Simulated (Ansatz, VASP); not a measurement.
PbO2 in VASP and in Ansatz

Contents of INCAR:

```
SYSTEM = PbO2
PREC = Accurate ; ENCUT = 600
EDIFF = 1E-6 ; ISMEAR = -1
SIGMA = 0.032 ; LREAL = .FALSE.
LASPH = .TRUE. ; NELM = 120
ALGO = Normal ; ISIF = 2
LWAVE = .FALSE. ; LCHARG = .FALSE.
GGA = PE ; NBANDS = 20
GGA_COMPAT = .FALSE.
```

Contents of KPOINTS:

```
regular mesh
0
G
  6 6 6
  0 0 0
```

Contents of POSCAR:

```
PbO2
1.0
    0.0000000000      2.7019920000      2.7019920000
    2.7019920000      0.0000000000      2.7019920000
    2.7019920000      2.7019920000      0.0000000000
Pb O
1 2
Direct
    0.0000000000      0.0000000000      0.0000000000
    0.2500000000      0.2500000000      0.2500000000
    0.7500000000      0.7500000000      0.7500000000
```

Input for Ansatz:

```yaml
crystal:
  lattice:
    - [0.0, 2.701992, 2.701992]
    - [2.701992, 0.0, 2.701992]
    - [2.701992, 2.701992, 0.0]
  atoms:
    - { symbol: Pb, position: [0.0, 0.0, 0.0] }
    - { symbol: O, position: [0.25, 0.25, 0.25] }
    - { symbol: O, position: [0.75, 0.75, 0.75] }
basis:
  ecutwfc: 420
  precision: f64
kpoints:
  mp_grid: { grid: [6, 6, 6] }
hamiltonian:
  xc: pbe
scf:
  occupations: { method: fermi_dirac, width: 0.032 }
output:
  forces: true
  stress: true
  eigenvalues: true
```

Alike in both runs: task single point; functional PBE; k mesh 6 × 6 × 6; occupations fermi-dirac, width 0.032 eV; no spin polarisation.

|  | VASP | Ansatz |
| --- | --- | --- |
| version | VASP 6.6.1 | Ansatz 0.2.0 |
| potentials or method | VASP PAW PBE potentials, release 64 (Pb_d, O), cutoff 600 eV | scalar-relativistic, plane waves, PAW |
| valence electrons in the cell | 26 | 26 |

```tsv
	VASP	Ansatz	Ansatz less VASP
gap on the k mesh at the Fermi level (eV)	none	none	-
pressure (GPa)	0.1	0.0	-0.08
```

A gap of «none» marks a metal or a gap that the smearing closes.

Neither program's run includes spin-orbit coupling.
